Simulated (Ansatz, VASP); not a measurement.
AlCu: VASP beside Ansatz

INCAR

```
SYSTEM = AlCu
PREC = Accurate
ENCUT = 520
EDIFF = 1E-6
ISMEAR = 0
SIGMA = 0.15
LREAL = .False.
LASPH = .True.
NELM = 100
ALGO = Fast
ISIF = 2
LWAVE = .False.
LCHARG = .False.
GGA = PS
NBANDS = 14
```

File KPOINTS:

```
regular mesh
0
Gamma
  16 16 16
  0 0 0
```

File POSCAR:

```
AlCu
1.0
    2.9975090000      0.0224813175      0.0000000000
    0.0224813175      2.9975090000      0.0000000000
    0.0000000000      0.0000000000      2.9975090000
Al Cu
1 1
Direct
    0.0000000000      0.0000000000      0.0000000000
    0.5000000000      0.5000000000      0.5000000000
```

Input for Ansatz:

```yaml
crystal:
  lattice:
    - [2.997509, 0.0224813175, 0.0]
    - [0.0224813175, 2.997509, 0.0]
    - [0.0, 0.0, 2.997509]
  atoms:
    - { symbol: Al, position: [0.0, 0.0, 0.0] }
    - { symbol: Cu, position: [0.5, 0.5, 0.5] }
basis:
  ecutwfc: 420
kpoints:
  mp_grid: { grid: [16, 16, 16] }
hamiltonian:
  xc: pbesol
scf:
  occupations: { method: gaussian, width: 0.15 }
output:
  forces: true
  stress: true
  eigenvalues: true
```

Change from the starting cell: strain +0.0150 x Voigt [0, 0, 0, 0, 0, 1], atoms carried along.

Alike in both runs: task single point; functional PBEsol; k mesh 16 × 16 × 16; occupations gaussian, width 0.15 eV; no spin polarisation.

```csv
,VASP,Ansatz
version,VASP 6.6.1,Ansatz 0.2.0
potentials or method,"VASP PAW PBE potentials, release 64 (Al, Cu), cutoff 520 eV","scalar-relativistic, plane waves, PAW"
valence electrons in the cell,14,22
```

VASP gave:

* gap on the k mesh at the Fermi level (eV): none
* pressure (GPa): -4.5
* traceless stress, the component that is largest in VASP (GPa): -0.44

**Question.** Which values does Ansatz return?

**Answer.** gap on the k mesh at the Fermi level (eV): none; pressure (GPa): -4.8; traceless stress, the component that is largest in VASP (GPa): -0.44.

VASP's potentials were made for PBE, not for PBEsol. A gap of «none» marks a metal or a gap that the smearing closes. VASP's potentials hold 14 valence electrons a cell and Ansatz's 22, so a difference there can come from the potentials and not from the codes.
